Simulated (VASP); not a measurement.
Wanted: the native input for a VASP 6.6.1 run.

```yaml
Task: relaxation of volume and atoms at fixed shape
Functional: PBEsol
Potentials_or_basis: VASP PAW PBE potentials, release 64 (K_sv, Zn, Mg, F)
Cutoff: 700 eV
k_mesh: 1 × 1 × 1, shifted
Occupations: fermi-dirac, width 0.05 eV
Spin: no spin polarisation
Dipole_correction: no
Further_INCAR_settings: LREAL = Auto; ALGO = Normal; EDIFF = 1e-07; ISYM = -1; IBRION = 2; EDIFFG = -0.03; NSW = 100; ISIF = 8
```

The structure of K8MgZn7F24 lies in POSCAR:

```
K8MgZn7F24
1.0
    8.0898880000      0.0000000000      0.0000000000
    0.0000000000      8.0898880000      0.0000000000
    0.0000000000      0.0000000000      8.0898880000
K Zn Mg F
8 7 1 24
Direct
    0.0031940000      0.9937320000      0.9987760000
    0.9984030000      0.9982080000      0.4970420000
    0.0049190000      0.5034140000      0.0014410000
    0.0003380000      0.5016770000      0.4982270000
    0.4987500000      0.9971260000      0.9977920000
    0.5006530000      0.0050130000      0.5017640000
    0.5027690000      0.5014840000      0.9939140000
    0.5003840000      0.4997100000      0.5029180000
    0.2520580000      0.2491840000      0.2491390000
    0.2507900000      0.2503870000      0.7493380000
    0.2475510000      0.7492490000      0.2511070000
    0.7444470000      0.2504300000      0.2503190000
    0.7483030000      0.2480010000      0.7503820000
    0.7513740000      0.7500820000      0.2524110000
    0.7468270000      0.7498400000      0.7483070000
    0.2574700000      0.7518110000      0.7537280000
    0.2552820000      0.2506590000      0.9988490000
    0.2508030000      0.2483530000      0.4991360000
    0.2496120000      0.7514710000      0.0048660000
    0.2522060000      0.7510910000      0.5015730000
    0.7509450000      0.2469300000      0.9998210000
    0.7540310000      0.2475120000      0.5043090000
    0.7440530000      0.7476450000      0.9975000000
    0.7513610000      0.7477240000      0.5023140000
    0.9980460000      0.2476920000      0.2516910000
    0.9994630000      0.2503460000      0.7513500000
    0.9982570000      0.7482850000      0.2501240000
    0.9970070000      0.7551690000      0.7490670000
    0.5049950000      0.2492820000      0.2504040000
    0.5007420000      0.2485210000      0.7484370000
    0.4996550000      0.7527160000      0.2485680000
    0.4985460000      0.7513040000      0.7431270000
    0.2471410000      0.0019940000      0.2527260000
    0.2539430000      0.0017290000      0.7478780000
    0.2543990000      0.5018980000      0.2462670000
    0.2495210000      0.4976790000      0.7574300000
    0.7495540000      0.0005890000      0.2483240000
    0.7505930000      0.9998730000      0.7509450000
    0.7458410000      0.4952450000      0.2504800000
    0.7501190000      0.4970400000      0.7491930000
```

One way to write it, as run:

INCAR

```
  PREC = Accurate
  ENCUT = 700
  EDIFF = 1E-7
  ISMEAR = -1
  SIGMA = 0.05
  LREAL = Auto
  LASPH = T
  NELM = 120
  ALGO = Normal
  ISIF = 8
  LWAVE = F
  LCHARG = F
  GGA = PS
  IBRION = 2
  NSW = 100
  EDIFFG = -0.03
  ISYM = -1
  GGA_COMPAT = F
  NELMIN = 4
```

KPOINTS

```
explicit points
1
Reciprocal
  0.25000000   0.25000000   0.25000000 1
```

Potentials or basis: VASP PAW PBE potentials, release 64 (K_sv, Zn, Mg, F).

Command:

```bash
$ cat potpaw_PBE.64/K_sv/POTCAR potpaw_PBE.64/Zn/POTCAR potpaw_PBE.64/Mg/POTCAR potpaw_PBE.64/F/POTCAR > POTCAR
$ mpirun -np 1 vasp_std > vasp.out
```

Results of the run:

```
Relaxed volume                        : 13.26 Å³/atom
Relaxed cell                          : a = 8.095 Å, b = 8.095 Å, c = 8.095 Å, α = 90.00°, β = 90.00°, γ = 90.00°
Space group after relaxing (to 0.1 Å) : Pm-3m (No. 221)
Energy gained by relaxing             : 5.7 meV/atom
Ionic steps                           : 12
Pressure after relaxing               : 0.0 GPa
Largest force after relaxing          : 0.015 eV/Å
Band gap on the k mesh                : 4.97 eV
```

Caveat: the PAW data sets were made with another functional, which shifts forces and pressure a little; a shifted mesh leaves out Γ, where band edges can lie.

It took 62 min on 1 thread of Intel(R) Xeon(R) Platinum 8375C CPU @ 2.90GHz (Ice Lake), with other jobs on the host, peak memory 0.87 GiB.
